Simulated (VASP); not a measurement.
# Mo (Im-3m) in VASP: notebook

Mo is run at these levels: PBE; tasks: single point, relaxation of cell and atoms.

Everything below comes from runs of VASP 6.6.1. Logs are shortened: lines on timing, memory, paths and dates and some standing lists are left out, and cuts for length are marked.

## 1. The cell of the first run

It takes space group Im-3m (No. 229, cubic). Conventional cell: a = 3.086 Å, b = 3.086 Å, c = 3.086 Å, α = 90.00°, β = 90.00°, γ = 90.00°. Within 3.5 Å of Mo (site symmetry m-3m) lie 14 Mo at 2.67 to 3.09 Å.

## 2. Single point, PBE

Contents of INCAR:

```
SYSTEM = Mo
ALGO = Normal ; EDIFF = 1E-7
ENCUT = 520 ; GGA = PE
ISIF = 2 ; ISMEAR = 0
LASPH = .TRUE. ; LCHARG = .FALSE.
LREAL = .FALSE. ; LWAVE = .FALSE.
NBANDS = 13 ; NELM = 100
PREC = Accurate ; SIGMA = 0.1
```

Contents of KPOINTS:

```
k-points
0
G
  8 8 8
  0 0 0
```

Contents of POSCAR:

```
Mo
1.0
   -1.5430232262      1.5430232262      1.5430232262
    1.5430232262     -1.5430232262      1.5430232262
    1.5430232262      1.5430232262     -1.5430232262
Mo
1
Direct
    0.0000000000      0.0000000000      0.0000000000
```

Potentials or basis: VASP PAW PBE potentials, release 64 (Mo_sv).

On the command line:

```console
> cat potpaw_PBE.64/Mo_sv/POTCAR > POTCAR
> mpirun -np 1 vasp_std > vasp.out
```

OUTCAR:

```text
SYSTEM = Mo
   EDIFF = 1E-7
   ENCUT = 520
   GGA = PE
   ISIF = 2
   ISMEAR = 0
   LASPH = .TRUE.
   LREAL = .FALSE.
   NELM = 100
   PREC = Accurate

 ion  position               nearest neighbor table
   1  0.000  0.000  0.000-

  LATTYP: Found a body centered cubic cell.
 ALAT       =     3.0860464524

  Lattice vectors:

 A1 = (  -1.5430232262,   1.5430232262,   1.5430232262)
 A2 = (   1.5430232262,  -1.5430232262,   1.5430232262)
 A3 = (   1.5430232262,   1.5430232262,  -1.5430232262)

Analysis of symmetry for initial positions (statically):
=====================================================================
 Subroutine PRICEL returns:
 Original cell was already a primitive cell.

 Routine SETGRP: Setting up the symmetry group for a
 body centered cubic supercell.

 Subroutine GETGRP returns: Found 48 space group operations
 (whereof 48 operations were pure point group operations)
 out of a pool of 48 trial point group operations.

The static configuration has the point symmetry O_h .

Analysis of symmetry for dynamics (positions and initial velocities):
=====================================================================
 Subroutine PRICEL returns:
 Original cell was already a primitive cell.

 Routine SETGRP: Setting up the symmetry group for a
 body centered cubic supercell.

 Subroutine GETGRP returns: Found 48 space group operations
 (whereof 48 operations were pure point group operations)
 out of a pool of 48 trial point group operations.

The dynamic configuration has the point symmetry O_h .

 Subroutine INISYM returns: Found 48 space group operations
 (whereof 48 operations are pure point group operations),
 and found     1 'primitive' translations

----------------------------------------------------------------------------------------

                                     Primitive cell

  volume of cell :      14.6953

  direct lattice vectors                    reciprocal lattice vectors
    -1.543023226  1.543023226  1.543023226     0.000000000  0.324039192  0.324039192
     1.543023226 -1.543023226  1.543023226     0.324039192  0.000000000  0.324039192
     1.543023226  1.543023226 -1.543023226     0.324039192  0.324039192  0.000000000

  length of vectors
     2.672594625  2.672594625  2.672594625     0.458260621  0.458260621  0.458260621

  position of ions in fractional coordinates (direct lattice)
     0.000000000  0.000000000  0.000000000

  ion indices of the primitive-cell ions
   primitive index   ion index
[... 75 lines left out ...]
   EDIFFG = 0.1E-05   stopping-criterion for IOM
   NSW    =      0    number of steps for IOM
   IBRION =     -1    ionic relax: 0-MD 1-quasi-New 2-CG
   NFREE  =      0    steps in history (QN), initial steepest desc. (CG)
   ISIF   =      2    stress and relaxation
   ISYM   =      2    0-nonsym 1-usesym 2-fastsym
   POTIM  = 0.5000    time-step for ionic-motion
   TEBEG  =    0.0;   TEEND  =   0.0 temperature during run
   PSTRESS=    0.0 pullay stress
   NELECT =      14.0000    total number of electrons
   NUPDOWN=      -1.0000    fix difference up-down
   EMIN   =  10.00;   EMAX   =-10.00  energy-range for DOS
   EFERMI =   0.00;   METHOD = LEGACY
   ISMEAR =     0;   SIGMA  =   0.10  broadening in eV -4-tet -1-fermi 0-gaus
   EFERMI_NEDOS =   21; number of points for ismear=-14 and -15
   IALGO  =     38    algorithm
   IMIX   =      4    mixing-type and parameters
     AMIX     =   0.40;   BMIX     =  1.00
     AMIX_MAG =   1.60;   BMIX_MAG =  1.00
  volume/ion in A,a.u.               =      14.70        99.17
  Fermi-wavevector in a.u.,A,eV,Ry     =   1.610862  3.044088 35.305444  2.594877
  Thomas-Fermi vector in A             =   2.706345
   LORBIT       =      0    0 simple, 1 ext, 2 COOP (PROOUT), +10 PAW based schemes
   GGA     = PE    functional components
   LHFCALC =     F    Hartree Fock is set to
   AEXX    =    0.0000 exact exchange contribution
   IVDW    =     0    specifies the selected vdW correction
   LEPSILON=     F    determine dielectric tensor
   LRPA    =     F    only Hartree local field effects (RPA)
 non-spin polarized calculation
 Gauss-broadening in eV      SIGMA  =   0.10
  energy-cutoff  :      520.00
  volume of cell :       14.70
 maximum number of plane-waves:       420
   NGX =  9   NGY =  9   NGZ =  9

 number of electron      13.9999997 magnetization

 Free energy of the ion-electron system (eV)
  ---------------------------------------------------
  ext. energy  EPLUGINS =         0.00000000
  ---------------------------------------------------
  free energy    TOTEN  =       -10.83776973 eV

  energy without entropy =      -10.83207086  energy(sigma->0) =      -10.83492030

 E-fermi :  13.5196     XC(G=0): -13.7418

 val. band max:       13.4615260344   @ k =   0.3750   0.1250   0.0000
 cond. band min:      13.6264628325   @ k =  -0.1250   0.1250   0.1250
 fundamental gap:      0.1649367981
 Fermi energy:        13.5196432546

 k-point     1 :       0.0000    0.0000    0.0000
  band No.  band energies     occupation
      1     -47.6796      2.00000
      2     -20.7882      2.00000
      3     -20.7882      2.00000
      4     -20.7882      2.00000
      5       6.1868      2.00000
      6      12.1272      2.00000
      7      12.1272      2.00000
      8      12.1272      2.00000
      9      15.3892      0.00000
     10      15.3892      0.00000
     11      28.5300      0.00000
     12      28.5300      0.00000
     13      28.5300      0.00000
[... 354 lines left out ...]
  band No.  band energies     occupation
      1     -47.2670      2.00000
      2     -22.0483      2.00000
      3     -21.5619      2.00000
      4     -21.4116      2.00000
      5       9.3390      2.00000
      6      10.0082      2.00000
      7      12.9256      2.00000
      8      13.8327      0.00001
      9      16.7473      0.00000
     10      19.0874      0.00000
     11      28.2334      0.00000
     12      30.3903      0.00000
     13      31.2751      0.00000

 [... further k-points ...]
[... 5 lines left out ...]
  --------------------------------------------------------------------------------------
  -------------------------------------------------------------------------------------
  Total        2.0757776      2.0757776      2.0757776     -0.0000000     -0.0000000      0.0000000
  in kB      226.3153509    226.3153509    226.3153509     -0.0000000     -0.0000000      0.0000000
  external PRESSURE =     226.3153509 kB  Pullay stress =       0.0000000 kB

 VOLUME and BASIS-vectors are now :
 -----------------------------------------------------------------------------
  energy-cutoff  :      520.00
  volume of cell :       14.70
      direct lattice vectors                 reciprocal lattice vectors
    -1.543023226  1.543023226  1.543023226     0.000000000  0.324039192  0.324039192
     1.543023226 -1.543023226  1.543023226     0.324039192  0.000000000  0.324039192
     1.543023226  1.543023226 -1.543023226     0.324039192  0.324039192  0.000000000

 POSITION                                       TOTAL-FORCE (eV/Angst)
 -----------------------------------------------------------------------------------
      0.00000      0.00000      0.00000         0.000000     -0.000000     -0.000000
 -----------------------------------------------------------------------------------
    total drift:                                0.000000     -0.000000      0.000000

  FREE ENERGIE OF THE ION-ELECTRON SYSTEM (eV)
  ---------------------------------------------------
  free  energy   TOTEN  =       -10.8377697310 eV

  energy  without entropy=      -10.8320708606  energy(sigma->0) =      -10.83492030
```

OSZICAR:

```text
N       E                     dE             d eps       ncg     rms          rms(c)
DAV:   1     0.964274126574E+02    0.96427E+02   -0.80479E+03   762   0.112E+03
DAV:   2    -0.100729290590E+02   -0.10650E+03   -0.10235E+03   874   0.315E+02
DAV:   3    -0.114409860846E+02   -0.13681E+01   -0.13639E+01   839   0.350E+01
DAV:   4    -0.114437851892E+02   -0.27991E-02   -0.27991E-02   829   0.197E+00
DAV:   5    -0.114438013188E+02   -0.16130E-04   -0.16129E-04   864   0.135E-01    0.170E+01
DAV:   6    -0.109176684947E+02    0.52613E+00   -0.62481E-01   774   0.993E+00    0.518E+00
DAV:   7    -0.108411393703E+02    0.76529E-01   -0.13744E-01   829   0.446E+00    0.801E-01
DAV:   8    -0.108377062803E+02    0.34331E-02   -0.38315E-03   779   0.794E-01    0.144E-01
DAV:   9    -0.108377629266E+02   -0.56646E-04   -0.71996E-05   839   0.105E-01    0.762E-02
DAV:  10    -0.108377692837E+02   -0.63571E-05   -0.12480E-05   799   0.432E-02    0.477E-03
DAV:  11    -0.108377698423E+02   -0.55859E-06   -0.87690E-08   637   0.354E-03    0.919E-04
DAV:  12    -0.108377697034E+02    0.13894E-06   -0.10297E-08   407   0.134E-03    0.716E-05
DAV:  13    -0.108377697310E+02   -0.27590E-07   -0.12185E-09   382   0.477E-04
   1 F= -.10837770E+02 E0= -.10834920E+02  d E =-.569887E-02
```

It took 3.6 s on 1 thread of AMD EPYC 9R45 (Zen 5), shared host; peak memory 0.09 GiB.

Results:

```yaml
Free_energy: -10.8378 eV
Pressure: 22.6 GPa
Band_gap_on_the_k_mesh: zero (bands 7 and 8 overlap by 5.83 eV)
```

Levels at points of the mesh, in eV from the Fermi level:
```csv
k point,band 3,band 4,band 5,band 6,band 7,band 8,band 9,band 10,band 11,band 12
"(0.00, 0.00, 0.00)",-34.31,-34.31,-7.33,-1.39,-1.39,-1.39,1.87,1.87,15.01,15.01
"(0.50, 0.00, 0.00)",-34.84,-34.33,-5.61,-3.61,1.94,1.98,2.62,5.29,12.17,12.74
"(0.50, 0.50, 0.50)",-35.47,-35.47,-5.84,-5.84,4.44,4.44,4.44,9.66,9.66,9.66
```

Caveat: the cell stands under pressure.

## 3. Relaxation of cell and atoms, PBE, target pressure 22 GPa, at which the enthalpy is minimised

This run uses another cell than the first one, of 15.58 Å³/atom.

Contents of INCAR:

```
  PREC = Accurate
  ENCUT = 600
  EDIFF = 1E-7
  ISMEAR = 0
  SIGMA = 0.1
  LREAL = F
  LASPH = T
  NELM = 100
  ALGO = Normal
  ISIF = 3
  LWAVE = F
  LCHARG = F
  GGA = PE
  IBRION = 2
  NSW = 80
  EDIFFG = -0.05
  PSTRESS = 220.0
```

Contents of KPOINTS:

```
regular mesh
0
Gamma
  8 8 8
```

Contents of POSCAR:

```
Mo
1.0
   -1.5734150000      1.5734150000      1.5734150000
    1.5734150000     -1.5734150000      1.5734150000
    1.5734150000      1.5734150000     -1.5734150000
Mo
1
Direct
    0.0000000000      0.0000000000      0.0000000000
```

Potentials or basis: VASP PAW PBE potentials, release 64 (Mo_sv).

On the command line:

```console
> cat potpaw_PBE.64/Mo_sv/POTCAR > POTCAR
> mpirun -np 1 vasp_std > vasp.out
```

It took 13 s on 1 thread of AMD EPYC 9R45 (Zen 5), shared host; peak memory 0.12 GiB.

The run converged. Its results:

```
Free energy                                                : -10.8436 eV
Relaxed volume                                             : 14.73 Å³/atom
Relaxed cell                                               : a = 2.675 Å, b = 2.675 Å, c = 2.675 Å, α = 109.47°, β = 109.47°, γ = 109.47°
Space group after relaxing (to 0.1 Å)                      : Im-3m (No. 229)
Energy change on relaxing (the run minimises the enthalpy) : +67.8 meV/atom
Ionic steps                                                : 4
Pressure after relaxing                                    : 21.7 GPa
Band gap on the k mesh                                     : zero (bands 7 and 8 overlap by 5.82 eV)
```

Step by step:
```tsv
step	energy change (eV)	largest force (eV/Å)	pressure (GPa)	volume (Å³)
1	0.0000	0.0000	4.54	15.58
2	1.1233	0.0000	119.97	12.06
3	0.0613	0.0000	20.62	14.78
4	0.0678	0.0000	21.75	14.73
```

Final structure:
```cif
data_structure
_symmetry_space_group_name_H-M 'P 1'
_symmetry_Int_Tables_number 1
_cell_length_a 2.6747
_cell_length_b 2.6747
_cell_length_c 2.6747
_cell_angle_alpha 109.471
_cell_angle_beta 109.471
_cell_angle_gamma 109.471
_cell_volume 14.73
loop_
_atom_site_label
_atom_site_type_symbol
_atom_site_fract_x
_atom_site_fract_y
_atom_site_fract_z
_atom_site_occupancy
Mo1 Mo 0.00000 0.00000 0.00000 1
```

Levels at points of the mesh, in eV from the Fermi level:
```csv
k point,band 3,band 4,band 5,band 6,band 7,band 8,band 9,band 10,band 11
"(0.00, 0.00, 0.00)",-34.31,-34.31,-7.32,-1.39,-1.39,-1.39,1.87,1.87,15.01
"(0.50, 0.00, 0.00)",-34.84,-34.33,-5.60,-3.60,1.93,1.97,2.61,5.27,12.17
"(0.50, 0.50, 0.50)",-35.46,-35.46,-5.82,-5.82,4.43,4.43,4.43,9.64,9.64
```

Caveat: the cell is relaxed towards a set pressure, so the run minimises the enthalpy, not the energy.

## 4. Single point, PBE

Contents of INCAR:

```
PREC = Accurate
ENCUT = 520
EDIFF = 1E-6
ISMEAR = -1
SIGMA = 0.1
LREAL = F
LASPH = T
NELM = 60
ALGO = Normal
ISIF = 2
LWAVE = F
LCHARG = F
GGA = PE
NBANDS = 13
```

Contents of KPOINTS:

```
Automatic mesh
0
Gamma
  18 18 18
```

Contents of POSCAR:

```
Mo
1.0
   -1.5426868161      1.5426868161      1.5426868161
    1.5426868161     -1.5426868161      1.5426868161
    1.5426868161      1.5426868161     -1.5426868161
Mo
1
Direct
    0.0000000000      0.0000000000      0.0000000000
```

Potentials or basis: VASP PAW PBE potentials, release 64 (Mo_sv).

On the command line:

```console
> cat potpaw_PBE.64/Mo_sv/POTCAR > POTCAR
> mpirun -np 1 vasp_std > vasp.out
```

OUTCAR:

```text
PREC = Accurate
   ENCUT = 520
   EDIFF = 1E-6
   ISMEAR = -1
   LREAL = F
   LASPH = T
   NELM = 60
   ISIF = 2
   GGA = PE

 ion  position               nearest neighbor table
   1  0.000  0.000  0.000-

  LATTYP: Found a body centered cubic cell.
 ALAT       =     3.0853736322

  Lattice vectors:

 A1 = (  -1.5426868161,   1.5426868161,   1.5426868161)
 A2 = (   1.5426868161,  -1.5426868161,   1.5426868161)
 A3 = (   1.5426868161,   1.5426868161,  -1.5426868161)

[... 551 lines left out ...]
      4     -20.8703      2.00000
      5       8.3665      2.00000
      6      10.0931      2.00000
      7      13.7381      0.56175
      8      15.3225      0.00000
      9      16.5893      0.00000
     10      19.5038      0.00000
     11      26.1552      0.00000
     12      26.7738      0.00000
     13      31.4938      0.00000

 [... further k-points ...]
[... 5 lines left out ...]
  --------------------------------------------------------------------------------------
  -------------------------------------------------------------------------------------
  Total        2.0803552      2.0803552      2.0803552      0.0000000      0.0000000      0.0000000
  in kB      226.9628536    226.9628536    226.9628536      0.0000000      0.0000000      0.0000000
  external PRESSURE =     226.9628536 kB  Pullay stress =       0.0000000 kB

 VOLUME and BASIS-vectors are now :
 -----------------------------------------------------------------------------
  energy-cutoff  :      520.00
  volume of cell :       14.69
      direct lattice vectors                 reciprocal lattice vectors
    -1.542686816  1.542686816  1.542686816     0.000000000  0.324109855  0.324109855
     1.542686816 -1.542686816  1.542686816     0.324109855  0.000000000  0.324109855
     1.542686816  1.542686816 -1.542686816     0.324109855  0.324109855  0.000000000

 POSITION                                       TOTAL-FORCE (eV/Angst)
 -----------------------------------------------------------------------------------
      0.00000      0.00000      0.00000        -0.000000      0.000000     -0.000000
 -----------------------------------------------------------------------------------
    total drift:                                0.000000     -0.000000      0.000000

  FREE ENERGIE OF THE ION-ELECTRON SYSTEM (eV)
  ---------------------------------------------------
  free  energy   TOTEN  =       -10.8679979087 eV

  energy  without entropy=      -10.8472614405  energy(sigma->0) =      -10.85762967
```

OSZICAR:

```text
N       E                     dE             d eps       ncg     rms          rms(c)
DAV:   1     0.933019230562E+02    0.93302E+02   -0.80765E+03  5133   0.111E+03
DAV:   2    -0.103159204069E+02   -0.10362E+03   -0.99701E+02  5775   0.313E+02
DAV:   3    -0.114631305573E+02   -0.11472E+01   -0.11448E+01  5645   0.329E+01
DAV:   4    -0.114655798616E+02   -0.24493E-02   -0.24493E-02  5720   0.186E+00
DAV:   5    -0.114655945583E+02   -0.14697E-04   -0.14697E-04  5750   0.128E-01    0.170E+01
DAV:   6    -0.109513480688E+02    0.51425E+00   -0.61205E-01  5230   0.980E+00    0.526E+00
DAV:   7    -0.108716267864E+02    0.79721E-01   -0.14484E-01  5615   0.458E+00    0.818E-01
DAV:   8    -0.108679330837E+02    0.36937E-02   -0.37830E-03  5265   0.788E-01    0.165E-01
DAV:   9    -0.108679908646E+02   -0.57781E-04   -0.70325E-05  6000   0.103E-01    0.850E-02
DAV:  10    -0.108679973763E+02   -0.65117E-05   -0.12779E-05  5255   0.439E-02    0.641E-03
DAV:  11    -0.108679979087E+02   -0.53239E-06   -0.91103E-08  2980   0.359E-03
   1 F= -.10867998E+02 E0= -.10857630E+02  d E =-.207365E-01
```

stdout:

```text
POSCAR found type information on POSCAR Mo
 POSCAR found :  1 types and       1 ions
 scaLAPACK will be used
 LDA part: xc-table for (Slater+PW92), standard interpolation
 POSCAR, INCAR and KPOINTS ok, starting setup
 FFT: planning ... GRIDC
 FFT: planning ... GRID_SOFT
 FFT: planning ... GRID
 WAVECAR not read
 entering main loop
```

Run time: 15 s. Hardware: 1 thread of AMD EPYC 9R45 (Zen 5), shared host; peak memory 0.12 GiB.

What came out:

```
Free energy            : -10.8680 eV
Pressure               : 22.7 GPa
Band gap on the k mesh : zero (bands 7 and 8 overlap by 5.84 eV)
```

Caveat: the cell stands under pressure.

## 5. Overview

| task | cell | k mesh | cutoff (eV) | smearing | gap on the mesh (eV) | pressure (GPa) |
| --- | --- | --- | --- | --- | --- | --- |
| single point | a = 2.673 Å, angles 109.5°, 1 atom | 8 × 8 × 8 | 520 | gaussian 0.1 eV | none | 22.6 |
| relaxation of cell and atoms | relaxed to 22 GPa from a = 2.725 Å, angles 109.5°, 1 atom | 8 × 8 × 8 | 600 | gaussian 0.1 eV | none | 21.7 |
| single point | a = 2.672 Å, angles 109.5°, 1 atom | 18 × 18 × 18 | 520 | fermi-dirac 0.1 eV | none | 22.7 |

Alike in all rows: level PBE; potentials or basis VASP PAW PBE potentials, release 64 (Mo_sv); no spin polarisation.

Caveats: the cell stands under pressure (at least some runs); the cell is relaxed towards a set pressure, so the run minimises the enthalpy, not the energy (at least some runs).

Absolute energies hang on the potentials; compare differences alone.

The gap in the log of VASP goes by the Fermi energy; the results here count the filled bands.